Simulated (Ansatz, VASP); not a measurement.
**One calculation of SiC, two programs**

The input INCAR:

```
AGGAC    = 1.0          
AGGAX    = 1.0          
ALDAC    = 0.0          
ALDAX    = 1.0          
ALGO     = Normal         # electronic algorithm
EDIFF    = 1E-6           # SCF threshold, eV
ENCUT    = 600            # plane-wave cutoff, eV
GGA      = B5             # functional
GGA_COMPAT= F            
ISIF     = 2              # what is computed and relaxed
ISMEAR   = -1             # smearing method
IVDW     = 13             # dispersion correction
LASPH    = T              # aspherical terms in the spheres
LCHARG   = F              # write CHGCAR
LREAL    = F              # projectors in reciprocal space
LWAVE    = F              # write WAVECAR
NBANDS   = 11             # bands
NELM     = 120            # most SCF steps
PREC     = Accurate       # precision mode
SIGMA    = 0.05           # smearing width, eV
VDW_A1   = 0.44488865   
VDW_A2   = 4.0933009    
VDW_S6   = 1.0          
VDW_S8   = 2.34076671
```

KPOINTS

```
k-points
0
Gamma
  10 10 10
```

File POSCAR:

```
SiC
1.0
    0.0000000000      2.2217363401      2.2217363401
    2.2217363401      0.0000000000      2.2217363401
    2.2217363401      2.2217363401      0.0000000000
Si C
1 1
Direct
    0.0000000000      0.0000000000      0.0000000000
    0.7500000000      0.7500000000      0.7500000000
```

The input input.yaml:

```yaml
crystal:
  lattice:
    - [0.0, 2.2217363401, 2.2217363401]
    - [2.2217363401, 0.0, 2.2217363401]
    - [2.2217363401, 2.2217363401, 0.0]
  atoms:
    - { symbol: Si, position: [0.0, 0.0, 0.0] }
    - { symbol: C, position: [0.75, 0.75, 0.75] }
hamiltonian:
  xc: blyp
  pseudopotentials: { kind: paw }
  dispersion: d4
kpoints:
  mp_grid: { grid: [10, 10, 10] }
scf:
  occupations: { method: fermi_dirac, width: 0.05 }
output:
  forces: true
  stress: true
  eigenvalues: true
  write_density: true
  write_potential: true
  elf: true
  volumetric_format: npy
```

Alike in both runs: task single point; functional BLYP; dispersion D4; k mesh 10 × 10 × 10; occupations fermi-dirac, width 0.05 eV; no spin polarisation.

```csv
,VASP,Ansatz
version,VASP 6.6.1,Ansatz 0.2.0
potentials or method,"VASP PAW PBE potentials, release 64 (Si, C)",Ansatz PAW
plane-wave cutoff (eV),600,420
valence electrons in the cell,8,8
```

|  | VASP | Ansatz | Ansatz less VASP |
| --- | --- | --- | --- |
| gap on the k mesh at the Fermi level (eV) | 1.74 | 1.74 | -0.004 |
| least direct gap on the mesh (eV) | 4.76 | 4.75 | -0.014 |
| pressure (GPa) | -11.2 | -11.6 | -0.41 |

VASP's potentials were made for PBE, not for BLYP.
